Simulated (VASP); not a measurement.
Set up this calculation in VASP 6.6.1, as the native input.

```yaml
Task: single point
Functional: PBE
Potentials_or_basis: VASP PAW PBE potentials, release 64 (Ir)
Cutoff: 520 eV
k_mesh: 15 × 15 × 15
Occupations: fermi-dirac, width 0.05 eV
Spin: no spin polarisation
Dipole_correction: no
Further_INCAR_settings: ALGO = Normal; EDIFF = 1e-06; NBANDS = 10
```

The structure of Ir lies in POSCAR:

```
Ir
1.0
    0.0000000000      1.9573507352      1.9573507352
    1.9573507352      0.0000000000      1.9573507352
    1.9573507352      1.9573507352      0.0000000000
Ir
1
Direct
    0.0000000000      0.0000000000      0.0000000000
```

This cell differs from its parent crystal: volume scaled by 1.06.

One way to write it, as run:

INCAR

```
SYSTEM = Ir
  ALGO = Normal
  EDIFF = 1E-6
  ENCUT = 520
  GGA = PE
  ISIF = 2
  ISMEAR = -1
  LASPH = .True.
  LCHARG = .False.
  LREAL = .False.
  LWAVE = .False.
  NBANDS = 10
  NELM = 80
  PREC = Accurate
  SIGMA = 0.05
```

KPOINTS

```
k-points
0
Gamma
  15 15 15
  0 0 0
```

Potentials or basis: VASP PAW PBE potentials, release 64 (Ir).

The run is started by

```console
$ cat potpaw_PBE.64/Ir/POTCAR > POTCAR
$ mpirun -np 1 vasp_std > vasp.out
```

Results of the run:

```json
{
 "Pressure": "-10.5 GPa"
}
```

Run time: 15 s on 1 thread of AMD EPYC 9R14 (Zen 4), with other jobs on the host, peak memory 0.13 GiB.
